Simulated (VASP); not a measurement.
Si2Ni: single point with PBE

The system is Si2Ni.

```
Si Ni
1.0
     0.00000    2.54883    2.54883
     2.54883    0.00000    2.54883
     2.54883    2.54883    0.00000
Si Ni
2 1
Cartesian
  1.2744 1.2744 1.2744
  3.8232 3.8232 3.8232
  0.0000 0.0000 0.0000
```

```json
{
 "Program": "VASP 6.6.1",
 "Task": "single point",
 "Functional": "PBE",
 "Potentials or basis": "VASP PAW PBE potentials, release 64 (Si, Ni)",
 "Cutoff": "520 eV",
 "k mesh": "14 × 14 × 14",
 "Occupations": "gaussian, width 0.15 eV",
 "Spin": "collinear spin, ferromagnetic start",
 "Starting moments": "[0.0, 0.0, 0.5] μB",
 "Fixed moment": "0.5 μB"
}
```

```json
{
 "Pressure": "47.2 GPa",
 "Net moment": "0.50 μB per cell",
 "Site moments": "Si +0.06; Ni +0.24 μB",
 "Valence electrons inside the program's atomic spheres": "Si 1.71; Ni 10.32"
}
```

Wall time 3.1 min on 1 thread of Intel(R) Xeon(R) Platinum 8259CL CPU @ 2.50GHz (Skylake/Cascade Lake), on a shared host, peak memory 0.24 GiB.

Caveat: the cell stands under pressure; the total moment is fixed, so each spin has its own Fermi level.
